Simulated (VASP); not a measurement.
Here is a VASP 6.6.1 calculation.

INCAR

```
PREC = Accurate
ENCUT = 520
EDIFF = 1E-6
ISMEAR = 0
SIGMA = 0.02
LREAL = False
LASPH = True
NELM = 80
ALGO = Normal
ISIF = 2
LWAVE = False
LCHARG = False
GGA = PS
NBANDS = 15
```

Contents of KPOINTS:

```
Automatic mesh
0
Gamma
  8 8 8
```

File POSCAR:

```
SrO
1.0
    0.0000000000      2.4759652423      2.4759652423
    2.4759652423      0.0000000000      2.4759652423
    2.4759652423      2.4759652423      0.0000000000
Sr O
1 1
Direct
    0.0000000000      0.0000000000      0.0000000000
    0.5000000000      0.5000000000      0.5000000000
```

Potentials or basis: VASP PAW PBE potentials, release 64 (Sr_sv, O).

Launch:

```console
$ cat potpaw_PBE.64/Sr_sv/POTCAR potpaw_PBE.64/O/POTCAR > POTCAR
$ mpirun -np 1 vasp_std > vasp.out
```

**Question.** What does it give for the pressure?

**Answer.** 13.0 GPa.

**Question.** Estimate the band gap on the k mesh.

**Answer.** 3.03 eV, direct.

Caveat: the cell differs from its parent crystal (Mg replaced by Sr, lengths x 1.157, strained); the PAW data sets were made with another functional, which shifts forces and pressure a little. A k mesh can miss the band edges.
